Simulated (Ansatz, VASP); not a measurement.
# Al4Ir in VASP and in Ansatz

```
CELL_PARAMETERS angstrom
-2.88525 2.88525 2.88525
2.88525 -2.88525 2.88525
2.88525 2.88525 -2.88525
ATOMIC_POSITIONS crystal
Al 0.00000 0.00000 0.50000
Al 0.50000 0.00000 0.00000
Al 0.50000 0.50000 0.50000
Al 0.00000 0.50000 0.00000
Ir 0.00000 0.00000 0.00000
```

Change from the starting cell: species swapped into the NiHg4 type (Im-3m, No. 229).

Alike in both runs: functional PBE; k mesh 6 × 6 × 6; occupations gaussian, width 0.1 eV; no spin polarisation.

Ansatz relaxed the structure, and its values are those at the end. VASP's run is a single point on that final structure, the one shown.

```csv
,VASP,Ansatz
version,VASP 6.6.1,Ansatz 0.2.0
potentials or method,"VASP PAW PBE potentials, release 64 (Al, Ir), cutoff 520 eV","scalar-relativistic, plane waves, PAW"
valence electrons in the cell,21,29
```

|  | VASP | Ansatz | Ansatz less VASP |
| --- | --- | --- | --- |
| gap on the k mesh at the Fermi level (eV) | none | none | - |
| pressure (GPa) | 0.0 | 0.0 | -0.01 |

A gap of «none» marks a metal or a gap that the smearing closes. With one functional, cell and mesh, what is left measures potentials, basis and numerics. VASP's potentials hold 21 valence electrons a cell and Ansatz's 29, so a difference there can come from the potentials and not from the codes.

Spin-orbit coupling is off throughout.
